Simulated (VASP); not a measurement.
A run of VASP 6.6.1 is set up as follows.

The input INCAR:

```
SYSTEM = CaSe
ALGO = Normal
EDIFF = 1E-6
ENCUT = 500
GGA = PE
GGA_COMPAT = .FALSE.
ISIF = 2
ISMEAR = 0
LASPH = .TRUE.
LCHARG = .TRUE.
LELF = .TRUE.
LREAL = .FALSE.
LVHAR = .TRUE.
LWAVE = .FALSE.
NBANDS = 24
NELM = 120
PREC = Accurate
SIGMA = 0.01
```

The input KPOINTS:

```
k-points
0
G
  6 6 4
  0 0 0
```

Contents of POSCAR:

```
CaSe
1.0
    5.0056779906      0.0000000000      0.0000000000
   -2.5028389953      4.3350443030      0.0000000000
    0.0000000000      0.0000000000      5.8755389763
Ca Se
2 2
Direct
    0.3333333333      0.6666666667      0.2500000000
    0.6666666667      0.3333333333      0.7500000000
    0.6666666667      0.3333333333      0.2500000000
    0.3333333333      0.6666666667      0.7500000000
```

Potentials or basis: VASP PAW PBE potentials, release 64 (Ca_sv, Se).

Launch:

```sh
$ cat potpaw_PBE.64/Ca_sv/POTCAR potpaw_PBE.64/Se/POTCAR > POTCAR
$ mpirun -np 1 vasp_std > vasp.out
```

Estimate the pressure.

0.6 GPa.

What does it give for the band gap on the k mesh?

2.44 eV (least direct gap 2.57 eV).

A k mesh can miss the band edges.
